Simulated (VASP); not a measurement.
FeGe:

```xyz
6
Lattice="4.9301 0.0000 0.0000 -2.4650 4.2696 0.0000 0.0000 0.0000 4.0601" Properties=species:S:1:pos:R:3 pbc="T T T"
Ge    2.4650    1.4232    2.0301
Ge    0.0000    2.8464    2.0301
Ge    0.0000    0.0000    0.0000
Fe   -1.2325    2.1348    0.0000
Fe    1.2325    2.1348    0.0000
Fe    2.4650    0.0000    0.0000
```

Base run:

* Program: VASP 6.6.1
* Functional: PBEsol
* Potentials or basis: VASP PAW PBE potentials, release 64 (Ge_d, Fe)
* Cutoff: 520 eV
* k mesh: 6 × 6 × 7
* Occupations: fermi-dirac, width 0.05 eV
* Spin: collinear spin, ferromagnetic start
* Starting moments: [0.0, 0.0, 0.0, 3.0, 3.0, 3.0] μB

Its results: pressure -4.7 GPa; net moment 4.10 μB per cell; site moments Ge -0.05, -0.08; Fe +1.43 μB.

Task: The run is repeated on the same cell with these changes: functional from PBEsol to LDA; potentials or basis from VASP PAW PBE potentials, release 64 (Ge_d, Fe) to VASP PAW LDA potentials, release 64 (Ge_d, Fe). What comes out?

Result: Pressure -9.6 GPa; net moment 3.76 μB per cell; site moments Ge -0.04, -0.06; Fe +1.30 μB.

Caveats: the PAW data sets were made with another functional, which shifts forces and pressure a little (some runs).
